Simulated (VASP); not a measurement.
# PbSe (Clausthalite) (P1) in VASP: relaxation of the atoms with PBE+D4

Aim: the relaxation of the atoms of PbSe (Clausthalite) with PBE+D4.

Everything below comes from runs of VASP 6.6.1. Logs are shortened: lines on timing, memory, paths and dates and some standing lists are left out, and cuts for length are marked.

## 1. The cell of the first run

The typed cell holds 2 atoms: a = 4.328 Å, b = 4.328 Å, c = 4.328 Å, α = 60.00°, β = 60.00°, γ = 60.00°.

## 2. Relaxation of the atoms, PBE+D4

The input, INCAR:

```
  PREC = Accurate
  ENCUT = 520
  EDIFF = 1E-6
  ISMEAR = 0
  SIGMA = 0.01
  LREAL = False
  LASPH = True
  NELM = 60
  ALGO = Normal
  ISIF = 2
  LWAVE = False
  LCHARG = False
  GGA = PE
  IVDW = 13
  IBRION = 2
  NSW = 80
  EDIFFG = -0.005
```

The input, KPOINTS:

```
Automatic mesh
0
Gamma
  4 4 4
```

The input, POSCAR:

```
PbSe
1.0
    0.0000000000      3.0606500000      3.0606500000
    3.0606500000      0.0000000000      3.0606500000
    3.0606500000      3.0606500000      0.0000000000
Pb Se
1 1
Direct
   -0.0029592340      0.0007817603     -0.0028921117
    0.4991294168      0.5037410321      0.4986575379
```

Potentials or basis: VASP PAW PBE potentials, release 64 (Pb_d, Se).

Command:

```console
cat potpaw_PBE.64/Pb_d/POTCAR potpaw_PBE.64/Se/POTCAR > POTCAR
mpirun -np 1 vasp_std > vasp.out
```

OUTCAR:

```text
PREC = Accurate
   ENCUT = 520
   EDIFF = 1E-6
   ISMEAR = 0
   LREAL = False
   LASPH = True
   NELM = 60
   ISIF = 2
   GGA = PE
   IVDW = 13
   IBRION = 2
   NSW = 80
   EDIFFG = -0.005

 ion  position               nearest neighbor table
   1  0.997  0.001  0.997-   2 3.05   2 3.05   2 3.05   2 3.07   2 3.07   2 3.08
   2  0.499  0.504  0.499-   1 3.05   1 3.05   1 3.05   1 3.07   1 3.07   1 3.08

  LATTYP: Found a face centered cubic cell.
 ALAT       =     6.1213000000

  Lattice vectors:

 A1 = (   0.0000000000,   3.0606500000,   3.0606500000)
 A2 = (   3.0606500000,   0.0000000000,   3.0606500000)
 A3 = (   3.0606500000,   3.0606500000,   0.0000000000)

Analysis of symmetry for initial positions (statically):
=====================================================================
 Subroutine PRICEL returns:
 Original cell was already a primitive cell.

 Routine SETGRP: Setting up the symmetry group for a
 face centered cubic supercell.

 Subroutine GETGRP returns: Found  1 space group operations
 (whereof  1 operations were pure point group operations)
 out of a pool of 48 trial point group operations.

The static configuration has the point symmetry C_1 .

Analysis of symmetry for dynamics (positions and initial velocities):
=====================================================================
 Subroutine PRICEL returns:
 Original cell was already a primitive cell.

 Routine SETGRP: Setting up the symmetry group for a
 face centered cubic supercell.

 Subroutine GETGRP returns: Found  1 space group operations
 (whereof  1 operations were pure point group operations)
 out of a pool of 48 trial point group operations.

The dynamic configuration has the point symmetry C_1 .

 Subroutine INISYM returns: Found  1 space group operations
 (whereof  1 operations are pure point group operations),
 and found     1 'primitive' translations

----------------------------------------------------------------------------------------

                                     Primitive cell

  volume of cell :      57.3418

  direct lattice vectors                    reciprocal lattice vectors
     0.000000000  3.060650000  3.060650000    -0.163363991  0.163363991  0.163363991
     3.060650000  0.000000000  3.060650000     0.163363991 -0.163363991  0.163363991
     3.060650000  3.060650000  0.000000000     0.163363991  0.163363991 -0.163363991

  length of vectors
     4.328412740  4.328412740  4.328412740     0.282954733  0.282954733  0.282954733

  position of ions in fractional coordinates (direct lattice)
     0.997040766  0.000781760  0.997107888
     0.499129417  0.503741032  0.498657538

  ion indices of the primitive-cell ions
   primitive index   ion index
                 1           1
                 2           2

----------------------------------------------------------------------------------------

[... 72 lines left out ...]
   NSW    =     80    number of steps for IOM
   IBRION =      2    ionic relax: 0-MD 1-quasi-New 2-CG
   NFREE  =      1    steps in history (QN), initial steepest desc. (CG)
   ISIF   =      2    stress and relaxation
   ISYM   =      2    0-nonsym 1-usesym 2-fastsym
   POTIM  = 0.5000    time-step for ionic-motion
   TEBEG  =    0.0;   TEEND  =   0.0 temperature during run
   PSTRESS=    0.0 pullay stress
   NELECT =      20.0000    total number of electrons
   NUPDOWN=      -1.0000    fix difference up-down
   EMIN   =  10.00;   EMAX   =-10.00  energy-range for DOS
   EFERMI =   0.00;   METHOD = LEGACY
   ISMEAR =     0;   SIGMA  =   0.01  broadening in eV -4-tet -1-fermi 0-gaus
   EFERMI_NEDOS =   21; number of points for ismear=-14 and -15
   IALGO  =     38    algorithm
   IMIX   =      4    mixing-type and parameters
     AMIX     =   0.40;   BMIX     =  1.00
     AMIX_MAG =   1.60;   BMIX_MAG =  1.00
  volume/ion in A,a.u.               =      28.67       193.48
  Fermi-wavevector in a.u.,A,eV,Ry     =   1.152377  2.177676 18.068159  1.327972
  Thomas-Fermi vector in A             =   2.289028
   LORBIT       =      0    0 simple, 1 ext, 2 COOP (PROOUT), +10 PAW based schemes
   GGA     = PE    functional components
   LHFCALC =     F    Hartree Fock is set to
   AEXX    =    0.0000 exact exchange contribution
   IVDW    =    13    specifies the selected vdW correction
   LEPSILON=     F    determine dielectric tensor
   LRPA    =     F    only Hartree local field effects (RPA)
 conjugate gradient relaxation of ions
 non-spin polarized calculation
 Gauss-broadening in eV      SIGMA  =   0.01
  energy-cutoff  :      520.00
  volume of cell :       57.34
 maximum number of plane-waves:      1572
   NGX = 17   NGY = 17   NGZ = 17

--------------------------------------- Ionic step        1  -------------------------------------------

 number of electron      20.0000000 magnetization

 Free energy of the ion-electron system (eV)
  ---------------------------------------------------
  ext. energy  EPLUGINS =         0.00000000
  ---------------------------------------------------
  free energy    TOTEN  =        -8.16863899 eV

  energy without entropy =       -8.16863899  energy(sigma->0) =       -8.16863899

------------------------ aborting loop because EDIFF is reached ----------------------------------------

  DFT-D4 for vdW energy calculation

  Edisp (eV):   -0.79835
[... 271 lines left out ...]
--------------------------------------- Ionic step        8  -------------------------------------------

 number of electron      20.0000003 magnetization

 Free energy of the ion-electron system (eV)
  ---------------------------------------------------
  ext. energy  EPLUGINS =         0.00000000
  ---------------------------------------------------
  free energy    TOTEN  =        -8.17143536 eV

  energy without entropy =       -8.17143536  energy(sigma->0) =       -8.17143536

 E-fermi :   5.0893     XC(G=0):  -9.5330

 val. band max:        5.0414224288   @ k =   0.0000   0.0000   0.5000
 cond. band min:       5.3978778762   @ k =   0.0000   0.0000   0.5000
 fundamental gap:      0.3564554474
 Fermi energy:         5.0893253207

 k-point     1 :       0.0000    0.0000    0.0000
  band No.  band energies     occupation
      1     -11.7611      2.00000
      2     -11.7601      2.00000
      3     -11.7596      2.00000
      4     -11.7587      2.00000
      5     -11.7586      2.00000
      6      -8.5583      2.00000
      7      -1.2271      2.00000
      8       3.1568      2.00000
      9       3.1665      2.00000
     10       3.2020      2.00000
     11       9.6398      0.00000
     12       9.7338      0.00000
     13       9.7661      0.00000
     14      11.6042      0.00000
[... 377 lines left out ...]
      1     -11.8346      2.00000
      2     -11.7634      2.00000
      3     -11.7577      2.00000
      4     -11.7316      2.00000
      5     -11.7230      2.00000
      6      -7.3185      2.00000
      7      -3.1485      2.00000
      8       1.4357      2.00000
      9       2.4961      2.00000
     10       2.9306      2.00000
     11       7.9847      0.00000
     12       8.7188      0.00000
     13       9.5483      0.00000
     14      10.9813      0.00000

 [... further k-points ...]

------------------------ aborting loop because EDIFF is reached ----------------------------------------

  DFT-D4 for vdW energy calculation

  Edisp (eV):   -0.79856
[... 25 lines left out ...]
  FREE ENERGIE OF THE ION-ELECTRON SYSTEM (eV)
  ---------------------------------------------------
  free  energy   TOTEN  =        -8.9699939737 eV

  energy  without entropy=       -8.9699939737  energy(sigma->0) =       -8.96999397

 reached required accuracy - stopping structural energy minimisation
```

CONTCAR:

```text
PbSe
   1.00000000000000
     0.0000000000000000    3.0606499999999999    3.0606499999999999
     3.0606499999999999    0.0000000000000000    3.0606499999999999
     3.0606499999999999    3.0606499999999999    0.0000000000000000
  Pb              Se
     1     1
Direct
     0.9921398289606035    0.9938738222338012    0.9935239547360840
     0.5040303538393968    0.5106489701662019    0.5022414714639180

  0.00000000E+00  0.00000000E+00  0.00000000E+00
  0.00000000E+00  0.00000000E+00  0.00000000E+00
```

It took 2.6 min on 1 thread of Intel Xeon 8259CL, shared host; peak memory 0.2 GiB.

Results:

* Free energy: -8.9700 eV
* Energy gained by relaxing: 1.5 meV/atom
* Ionic steps: 8
* Pressure after relaxing: 0.4 GPa
* Band gap on the k mesh: 0.36 eV, direct
* Dispersion energy per atom: -0.399 eV

Forces in eV/Å, atoms in the order of the input:
```
Pb  -0.001 -0.002 -0.002
Se   0.001  0.002  0.002
```

Stress tensor (GPa, compression positive):
```
0.39 0.02 0.03
0.02 0.29 0.02
0.03 0.02 0.47
```

Step by step:
```csv
step,energy change (eV),largest force (eV/Å),pressure (GPa)
1,0.0000,0.0223,0.30
2,0.0000,0.0227,0.30
3,-0.0002,0.0271,0.30
4,-0.0006,0.0341,0.29
5,-0.0016,0.0361,0.28
6,-0.0029,0.0097,0.36
7,-0.0030,0.0070,0.40
8,-0.0030,0.0026,0.38
```

Final structure:
```cif
data_structure
_symmetry_space_group_name_H-M 'P 1'
_symmetry_Int_Tables_number 1
_cell_length_a 4.3284
_cell_length_b 4.3284
_cell_length_c 4.3284
_cell_angle_alpha 60.000
_cell_angle_beta 60.000
_cell_angle_gamma 60.000
_cell_volume 57.34
loop_
_atom_site_label
_atom_site_type_symbol
_atom_site_fract_x
_atom_site_fract_y
_atom_site_fract_z
_atom_site_occupancy
Pb1 Pb 0.99214 0.99387 0.99352 1
Se1 Se 0.50403 0.51065 0.50224 1
```

Levels at points of the mesh, in eV from the valence-band top:
```csv
k point,band 7,band 8,band 9,band 10,band 11,band 12,band 13,band 14
"(0.00, 0.00, 0.00)",-6.27,-1.88,-1.87,-1.84,4.60,4.69,4.72,6.56
"(0.50, 0.00, 0.00)",-8.78,-1.51,-1.49,-0.01,0.37,1.78,1.80,8.53
"(0.00, 0.50, 0.00)",-8.78,-1.52,-1.49,-0.04,0.39,1.77,1.80,8.52
"(0.00, 0.00, 0.50)",-8.79,-1.51,-1.50,0.00,0.36,1.78,1.79,8.53
"(0.50, 0.50, 0.50)",-8.73,-1.49,-1.48,-0.19,0.51,1.73,1.75,8.48
"(0.50, 0.50, 0.00)",-7.40,-4.93,-3.23,-3.20,3.63,5.65,5.72,6.08
"(0.00, 0.50, 0.50)",-7.39,-4.93,-3.23,-3.19,3.62,5.66,5.74,6.07
"(0.50, 0.00, 0.50)",-7.38,-4.95,-3.24,-3.19,3.60,5.66,5.76,6.07
```

Caveat: the k points lie up to 0.44 Å⁻¹ apart; spin-orbit coupling is left out, which moves the levels of the heavy elements. A k mesh can miss the band edges.
